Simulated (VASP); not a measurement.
A run of VASP 6.6.1 is set up as follows.

The input INCAR:

```
SYSTEM = Pb
ALGO = Normal
EDIFF = 1E-6
ENCUT = 520
GGA = CA
ISIF = 2
ISMEAR = -1
LASPH = .True.
LCHARG = .True.
LELF = .True.
LREAL = .False.
LVHAR = .True.
LWAVE = .False.
NBANDS = 21
NELM = 60
PREC = Accurate
SIGMA = 0.05
```

File KPOINTS:

```
k-points
0
Gamma
  8 8 8
  0 0 0
```

File POSCAR:

```
Pb
1.0
    0.0000000000      3.4159188228      3.4159188228
    3.4159188228      0.0000000000      3.4159188228
    3.4159188228      3.4159188228      0.0000000000
Pb
2
Direct
    0.0000000000      0.0000000000      0.0000000000
    0.2500000000      0.2500000000      0.2500000000
```

Potentials or basis: VASP PAW LDA potentials, release 64 (Pb_d).

Run with:

```sh
$ cat potpaw_LDA.64/Pb_d/POTCAR > POTCAR
$ mpirun -np 1 vasp_std > vasp.out
```

Q: Estimate the band gap on the k mesh.

A: Zero (band 14 reaches 4.65 eV, above the bottom of band 15 at 3.46 eV).

Q: Estimate the pressure.

A: -0.1 GPa.

Caveat: spin-orbit coupling is left out, which moves the levels of the heavy elements.
